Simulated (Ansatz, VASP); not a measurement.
SiC: VASP beside Ansatz

```
Si C
1.0
     0.00000    2.18531    2.18531
     2.18531    0.00000    2.18531
     2.21474    2.21474   -0.02943
Si C
1 1
Direct
  0.00000 0.00000 0.00000
  0.75000 0.75000 0.75000
```

Alike in both runs: task single point; functional PBEsol; k mesh 12 × 12 × 12; occupations gaussian, width 0.05 eV; no spin polarisation.

|  | VASP | Ansatz |
| --- | --- | --- |
| version | VASP 6.6.1 | Ansatz 0.2.0 |
| potentials or method | VASP PAW PBE potentials, release 64 (Si, C), cutoff 520 eV | scalar-relativistic, plane waves, PAW |
| valence electrons in the cell | 8 | 8 |

Ansatz gave:

| Item | Value |
| --- | --- |
| gap on the k mesh at the Fermi level (eV) | 1.23 |
| least direct gap on the mesh (eV) | 4.32 |
| pressure (GPa) | -6.1 |
| traceless stress, the component that is largest in VASP (GPa) | -3.30 |
| rms of the force components (eV/Å) | 0.082 |

Estimate VASP's values.

gap on the k mesh at the Fermi level (eV): 1.21; least direct gap on the mesh (eV): 4.31; pressure (GPa): -5.7; traceless stress, the component that is largest in VASP (GPa): -3.33; rms of the force components (eV/Å): 0.083.

VASP's potentials were made for PBE, not for PBEsol, and Ansatz warns of the same on its side. Atom by atom the forces differ by 0.002 eV/Å (rms over components).
